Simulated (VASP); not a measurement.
# B4Pb (P1) in VASP: single point with PBE

Aim: the single point of B4Pb with PBE.

All numbers are computed with VASP 6.6.1; they aren't measurements. Logs are shortened: lines on timing, memory, paths and dates and some standing lists are left out, and cuts for length are marked.

### 1 The cell of the first run

The typed cell holds 10 atoms: a = 3.466 Å, b = 6.448 Å, c = 7.026 Å, α = 87.80°, β = 90.46°, γ = 86.49°.

### 2 Single point, PBE

Contents of INCAR:

```
SYSTEM = B4Pb
PREC = Accurate
ENCUT = 520
EDIFF = 1E-6
ISMEAR = 0
SIGMA = 0.2
LREAL = .FALSE.
LASPH = .TRUE.
NELM = 80
ALGO = Fast
ISIF = 2
LWAVE = .FALSE.
LCHARG = .FALSE.
GGA = PE
NBANDS = 37
```

Contents of KPOINTS:

```
Automatic mesh
0
G
  6 4 4
  0 0 0
```

Contents of POSCAR:

```
B4Pb
1.0
   -0.1055252233     -3.4642248833      0.0136121708
   -6.4434300218     -0.1985815719     -0.1179079711
   -0.1426093671      0.0326514045     -7.0243976916
B Pb
8 2
Direct
    0.5059778245      0.9259329863      0.6070780494
    0.4990786104      0.4261972482      0.6068202243
    0.5041268390      0.6764697970      0.6065403167
    0.4993227405      0.1766932944      0.6064815192
    0.5001251281      0.8101753806      0.3940052414
    0.4949074469      0.3103123412      0.3940193555
    0.4992097773      0.5604492746      0.3930965232
    0.4949554329      0.0605326487      0.3930878965
    0.6734587543      0.7697389095     -0.0021943169
    0.3288374460      0.2834981196      0.0010651907
```

Potentials or basis: VASP PAW PBE potentials, release 64 (B, Pb_d).

Launch:

```
$ cat potpaw_PBE.64/B/POTCAR potpaw_PBE.64/Pb_d/POTCAR > POTCAR
$ mpirun -np 1 vasp_std > vasp.out
```

OUTCAR:

```text
SYSTEM = B4Pb
   PREC = Accurate
   ENCUT = 520
   EDIFF = 1E-6
   ISMEAR = 0
   LREAL = .FALSE.
   LASPH = .TRUE.
   NELM = 80
   ISIF = 2
   GGA = PE

 ion  position               nearest neighbor table
   1  0.506  0.926  0.607-   3 1.61   4 1.62   5 1.70   8 1.71   9 2.93
   2  0.499  0.426  0.607-   4 1.61   3 1.61   6 1.70   7 1.70  10 2.96
   3  0.504  0.676  0.607-   1 1.61   2 1.61   5 1.69   7 1.70   9 2.90
   4  0.499  0.177  0.606-   2 1.61   1 1.62   6 1.69   8 1.70  10 2.94
   5  0.500  0.810  0.394-   7 1.61   8 1.61   3 1.69   1 1.70   9 2.87
   6  0.495  0.310  0.394-   8 1.61   7 1.61   4 1.69   2 1.70  10 2.83
   7  0.499  0.560  0.393-   5 1.61   6 1.61   3 1.70   2 1.70   9 3.12
   8  0.495  0.061  0.393-   6 1.61   5 1.61   4 1.70   1 1.71  10 3.09
   9  0.673  0.770  0.998-   5 2.87   3 2.90   1 2.93   7 3.12  10 3.42  10 3.45  10 3.76  10 4.13

  10  0.329  0.283  0.001-   6 2.83   4 2.94   2 2.96   8 3.09   9 3.42   9 3.45   9 3.76   9 4.13

  LATTYP: Found a triclinic cell.
 ALAT       =     7.1309719548
 B/A-ratio  =     0.4860289015
 C/A-ratio  =     0.9852683597
 COS(alpha) =     0.0079537363
 COS(beta)  =     0.0386079575
 COS(gamma) =     0.4307477373

  Lattice vectors:

 A1 = (  -6.3379047985,   3.2656433114,  -0.1315201419)
 A2 = (   0.1055252233,   3.4642248833,  -0.0136121708)
 A3 = (  -0.1426093671,   0.0326514045,  -7.0243976916)

Analysis of symmetry for initial positions (statically):
=====================================================================
 Subroutine PRICEL returns:
 Original cell was already a primitive cell.

 Routine SETGRP: Setting up the symmetry group for a
 triclinic supercell.

 Subroutine GETGRP returns: Found  1 space group operations
 (whereof  1 operations were pure point group operations)
 out of a pool of  2 trial point group operations.

The static configuration has the point symmetry C_1 .

Analysis of symmetry for dynamics (positions and initial velocities):
=====================================================================
 Subroutine PRICEL returns:
 Original cell was already a primitive cell.

 Routine SETGRP: Setting up the symmetry group for a
 triclinic supercell.

 Subroutine GETGRP returns: Found  1 space group operations
 (whereof  1 operations were pure point group operations)
 out of a pool of  2 trial point group operations.

The dynamic configuration has the point symmetry C_1 .

 Subroutine INISYM returns: Found  1 space group operations
 (whereof  1 operations are pure point group operations),
 and found     1 'primitive' translations

----------------------------------------------------------------------------------------

                                     Primitive cell

  volume of cell :     156.5859

  direct lattice vectors                    reciprocal lattice vectors
    -0.105525223 -3.464224883  0.013612171     0.008932896 -0.288942961 -0.001524445
    -6.443430022 -0.198581572 -0.117907971    -0.155401255  0.004746227  0.003177019
    -0.142609367  0.032651405 -7.024397692     0.002625797 -0.000639593 -0.142417242

  length of vectors
     3.465858466  6.447567555  7.025921041     0.289085032  0.155506174  0.142442882

  position of ions in fractional coordinates (direct lattice)
     0.505977825  0.925932986  0.607078049
     0.499078610  0.426197248  0.606820224
     0.504126839  0.676469797  0.606540317
     0.499322740  0.176693294  0.606481519
     0.500125128  0.810175381  0.394005241
     0.494907447  0.310312341  0.394019355
     0.499209777  0.560449275  0.393096523
     0.494955433  0.060532649  0.393087896
     0.673458754  0.769738909  0.997805683
     0.328837446  0.283498120  0.001065191

  ion indices of the primitive-cell ions
   primitive index   ion index
                 1           1
                 2           2
                 3           3
                 4           4
                 5           5
                 6           6
                 7           7
                 8           8
                 9           9
                10          10

----------------------------------------------------------------------------------------

 KPOINTS: Automatic mesh

Automatic generation of k-mesh.
 Grid dimensions read from file:
 generate k-points for:    6    4    4

 Generating k-lattice:

  Cartesian coordinates                     Fractional coordinates (reciprocal lattice)
     0.001488816 -0.048157160 -0.000254074     0.166666667  0.000000000  0.000000000
    -0.038850314  0.001186557  0.000794255    -0.000000000  0.250000000  0.000000000
     0.000656449 -0.000159898 -0.035604311     0.000000000  0.000000000  0.250000000

  Length of vectors
     0.048180839  0.038876543  0.035610721

  Shift w.r.t. Gamma in fractional coordinates (k-lattice)
     0.000000000  0.000000000  0.000000000

 Subroutine IBZKPT returns following result:
 ===========================================

 Found     52 irreducible k-points:

 Following reciprocal coordinates:
            Coordinates               Weight
  0.000000  0.000000  0.000000      1.000000
  0.166667  0.000000  0.000000      2.000000
  0.333333 -0.000000  0.000000      2.000000
  0.500000 -0.000000  0.000000      1.000000
 -0.000000  0.250000 -0.000000      2.000000
  0.166667  0.250000 -0.000000      2.000000
[... 16 lines left out ...]
  0.333333  0.250000  0.250000      2.000000
  0.500000  0.250000  0.250000      2.000000
 [... further k-points ...]
   k-points           NKPTS =     52   k-points in BZ     NKDIM =     52   number of bands    NBANDS=     37
   number of dos      NEDOS =    301   number of ions     NIONS =     10
   total plane-waves  NPLWV =  72576
   dimension x,y,z NGX =    28 NGY =   48 NGZ =   54
   dimension x,y,z NGXF=    56 NGYF=   96 NGZF=  108
   ions per type =               8   2
   NGX,Y,Z   is equivalent  to a cutoff of  13.43, 12.38, 12.78 a.u.
   NGXF,Y,Z  is equivalent  to a cutoff of  26.86, 24.75, 25.55 a.u.
 SYSTEM =  B4Pb
   PREC   = accura    normal or accurate (medium, high low for compatibility)
   ISTART =      0    job   : 0-new  1-cont  2-samecut
   ICHARG =      2    charge: 1-file 2-atom 10-const
   ISPIN  =      1    spin polarized calculation?
   LNONCOLLINEAR =      F non collinear calculations
   LSORBIT =      F    spin-orbit coupling
   LASPH  =      T    aspherical Exc in radial PAW
   ENCUT  =  520.0 eV  38.22 Ry    6.18 a.u.   6.44 11.99 13.06*2*pi/ulx,y,z
   NELM   =     80;   NELMIN=  2; NELMDL= -5     # of ELM steps
   EDIFF  = 0.1E-05   stopping-criterion for ELM
   LREAL  =      F    real-space projection
   EDIFFG = 0.1E-04   stopping-criterion for IOM
   NSW    =      0    number of steps for IOM
   IBRION =     -1    ionic relax: 0-MD 1-quasi-New 2-CG
   NFREE  =      0    steps in history (QN), initial steepest desc. (CG)
   ISIF   =      2    stress and relaxation
   ISYM   =      2    0-nonsym 1-usesym 2-fastsym
   POTIM  = 0.5000    time-step for ionic-motion
   TEBEG  =    0.0;   TEEND  =   0.0 temperature during run
   PSTRESS=    0.0 pullay stress
   NELECT =      52.0000    total number of electrons
   NUPDOWN=      -1.0000    fix difference up-down
   EMIN   =  10.00;   EMAX   =-10.00  energy-range for DOS
   EFERMI =   0.00;   METHOD = LEGACY
   ISMEAR =     0;   SIGMA  =   0.20  broadening in eV -4-tet -1-fermi 0-gaus
   EFERMI_NEDOS =   21; number of points for ismear=-14 and -15
   IALGO  =     68    algorithm
   IMIX   =      4    mixing-type and parameters
     AMIX     =   0.40;   BMIX     =  1.00
     AMIX_MAG =   1.60;   BMIX_MAG =  1.00
  volume/ion in A,a.u.               =      15.66       105.67
  Fermi-wavevector in a.u.,A,eV,Ry     =   1.133683  2.142351 17.486719  1.285238
  Thomas-Fermi vector in A             =   2.270386
   LORBIT       =      0    0 simple, 1 ext, 2 COOP (PROOUT), +10 PAW based schemes
   GGA     = PE    functional components
   LHFCALC =     F    Hartree Fock is set to
   AEXX    =    0.0000 exact exchange contribution
   IVDW    =     0    specifies the selected vdW correction
   LEPSILON=     F    determine dielectric tensor
   LRPA    =     F    only Hartree local field effects (RPA)
 non-spin polarized calculation
 RMM-DIIS sequential band-by-band and
 Gauss-broadening in eV      SIGMA  =   0.20
  energy-cutoff  :      520.00
  volume of cell :      156.59
 maximum number of plane-waves:      4240
 NGX is ok and might be reduce to    28
   NGX = 13   NGY = 23   NGZ = 27

 number of electron      52.0000004 magnetization

 Free energy of the ion-electron system (eV)
  ---------------------------------------------------
  ext. energy  EPLUGINS =         0.00000000
  ---------------------------------------------------
  free energy    TOTEN  =       -55.85672661 eV

  energy without entropy =      -55.82179455  energy(sigma->0) =      -55.83926058

 E-fermi :   4.2033     XC(G=0):  -9.5047

 val. band max:        4.1762483691   @ k =   0.3333   0.2500   0.5000
 cond. band min:       4.2409818596   @ k =  -0.0000   0.0000   0.2500
 fundamental gap:      0.0647334905
 Fermi energy:         4.2032589874

 k-point     1 :       0.0000    0.0000    0.0000
  band No.  band energies     occupation
      1     -13.0660      2.00000
      2     -13.0596      2.00000
      3     -13.0380      2.00000
      4     -13.0044      2.00000
      5     -12.9032      2.00000
      6     -12.8927      2.00000
[... 29 lines left out ...]
     36      10.3163      0.00000
     37      10.9866      0.00000

 k-point     2 :       0.1667    0.0000    0.0000
  band No.  band energies     occupation
      1     -13.0582      2.00000
      2     -12.9978      2.00000
      3     -12.9929      2.00000
      4     -12.9739      2.00000
      5     -12.9231      2.00000
      6     -12.8983      2.00000
[... 29 lines left out ...]
     36      10.4132      0.00000
     37      10.5607      0.00000
[... 838 lines left out ...]
     36       9.4751      0.00000
     37      10.1915      0.00000

 k-point    24 :       0.5000    0.2500    0.2500
  band No.  band energies     occupation
      1     -13.0607      2.00000
      2     -13.0007      2.00000
      3     -12.9828      2.00000
      4     -12.9667      2.00000
      5     -12.9435      2.00000
      6     -12.9161      2.00000
[... 29 lines left out ...]
     36       8.9866      0.00000
     37      10.3459      0.00000

 [... further k-points ...]

------------------------ aborting loop because EDIFF is reached ----------------------------------------

  FORCE on cell =-STRESS in cart. coord.  units (eV):
  Direction    XX          YY          ZZ          XY          YZ          ZX
  --------------------------------------------------------------------------------------
  -------------------------------------------------------------------------------------
  Total        0.0038091     -0.0715860      0.0562886      0.0111218     -0.0033170     -0.0243300
  in kB        0.0389743     -0.7324637      0.5759419      0.1137976     -0.0339398     -0.2489426
  external PRESSURE =      -0.0391825 kB  Pullay stress =       0.0000000 kB

 VOLUME and BASIS-vectors are now :
 -----------------------------------------------------------------------------
  energy-cutoff  :      520.00
  volume of cell :      156.59
      direct lattice vectors                 reciprocal lattice vectors
    -0.105525223 -3.464224883  0.013612171     0.008932896 -0.288942961 -0.001524445
    -6.443430022 -0.198581572 -0.117907971    -0.155401255  0.004746227  0.003177019
    -0.142609367  0.032651405 -7.024397692     0.002625797 -0.000639593 -0.142417242

 POSITION                                       TOTAL-FORCE (eV/Angst)
 -----------------------------------------------------------------------------------
     -6.10615     -1.91687     -4.36665        -0.001348      0.004401     -0.011345
     -2.88538     -1.79374     -4.30601         0.004822      0.000352     -0.017968
     -4.49848     -1.86094     -4.33348         0.003640     -0.001894     -0.016526
     -1.27769     -1.74505     -4.27420         0.001606     -0.004548     -0.020437
     -5.32927     -1.88057     -2.85637        -0.004670     -0.001173      0.016023
     -2.10789     -1.76323     -2.79760        -0.004682      0.006009      0.024440
     -3.71995     -1.82783     -2.82055        -0.000921     -0.000207      0.018653
     -0.49833     -1.71382     -2.76161         0.004124     -0.003262      0.010582
     -5.17312     -2.45329     -7.09058        -0.002028      0.001804      0.000114
     -1.86155     -1.19543     -0.03643        -0.000544     -0.001483     -0.003537
 -----------------------------------------------------------------------------------
    total drift:                                0.000312      0.000121      0.000074

  FREE ENERGIE OF THE ION-ELECTRON SYSTEM (eV)
  ---------------------------------------------------
  free  energy   TOTEN  =       -55.8567266148 eV

  energy  without entropy=      -55.8217945533  energy(sigma->0) =      -55.83926058
```

It took 7.5 min on 1 thread of Oxide Virtual Turin-like, shared host; peak memory 0.37 GiB.

Results:

```yaml
Free_energy: -55.8567 eV
Pressure: 0.0 GPa
Largest_force: 0.026 eV/Å
Band_gap_on_the_k_mesh: zero (bands 26 and 27 overlap by 2.80 eV)
```

Forces in eV/Å, atoms in the order of the input:
```
B   -0.001  0.004 -0.011
B    0.005  0.000 -0.018
B    0.004 -0.002 -0.017
B    0.002 -0.005 -0.020
B   -0.005 -0.001  0.016
B   -0.005  0.006  0.024
B   -0.001  0.000  0.019
B    0.004 -0.003  0.011
Pb  -0.002  0.002  0.000
Pb  -0.001 -0.001 -0.004
```

Caveat: spin-orbit coupling is left out, which moves the levels of the heavy elements.

The gap in the log of VASP goes by the Fermi energy; the results here count the filled bands.